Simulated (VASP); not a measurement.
Set up this calculation in VASP 6.6.1, as the native input.

- Task: single point
- Functional: PBE0
- Potentials or basis: VASP PAW PBE potentials, release 64 (Ag)
- Cutoff: 520 eV
- k mesh: 5 × 5 × 3
- Occupations: fermi-dirac, width 0.05 eV
- Spin: no spin polarisation
- Dipole correction: no
- Grid for exact exchange (PRECFOCK): Normal
- Further INCAR settings: ALGO = Normal; EDIFF = 1e-07; NBANDS = 18
- Share of exact exchange: 0.25

The system is Ag.

```
CELL_PARAMETERS angstrom
2.93000 0.00000 0.00000
-1.46500 2.53745 0.00000
0.00000 0.00000 4.79000
ATOMIC_POSITIONS crystal
Ag 0.66667 0.33333 0.75000
Ag 0.33333 0.66667 0.25000
```

This isn't the form of Ag at room conditions, which is fcc.

These files were run (other wordings do the same):

POSCAR

```
Ag
1.0
    2.9300000000      0.0000000000      0.0000000000
   -1.4650000000      2.5374544331      0.0000000000
    0.0000000000      0.0000000000      4.7900000000
Ag
2
Direct
    0.6666666667      0.3333333333      0.7500000000
    0.3333333333      0.6666666667      0.2500000000
```

INCAR.step1

```
ALGO = Normal
EDIFF = 1E-5
ENCUT = 520
GGA = PE
ISIF = 2
ISMEAR = -1
LASPH = True
LCHARG = False
LREAL = False
LWAVE = True
NBANDS = 18
NELM = 100
PREC = Accurate
SIGMA = 0.05
```

INCAR.step2

```
AEXX = 0.25
ALGO = Normal
EDIFF = 1E-7
ENCUT = 520
GGA = PE
ISIF = 2
ISMEAR = -1
ISTART = 1
LASPH = True
LCHARG = False
LHFCALC = True
LREAL = False
LWAVE = False
NBANDS = 18
NELM = 100
PREC = Accurate
PRECFOCK = Normal
SIGMA = 0.05
```

KPOINTS

```
k-points
0
Gamma
  5 5 3
```

Potentials or basis: VASP PAW PBE potentials, release 64 (Ag).

The run is started by

```console
$ cat potpaw_PBE.64/Ag/POTCAR > POTCAR
$ cp INCAR.step1 INCAR
$ mpirun -np 1 vasp_std > vasp.out
$ cp INCAR.step2 INCAR
$ mpirun -np 1 vasp_std > vasp.out
```

Results of the run:

| Property | Result |
| --- | --- |
| Pressure | -1.2 GPa |
| Band gap on the k mesh | zero (bands 11 and 12 overlap by 6.66 eV) |

Caveat: the k points lie up to 0.50 Å⁻¹ apart, too coarse for converged energies and pressures of a metal; the PAW data sets were made with another functional, which shifts forces and pressure a little.

Wall time 13 min on 1 thread of Intel(R) Xeon(R) Platinum 8488C (Sapphire Rapids), with other jobs on the host, peak memory 0.17 GiB.
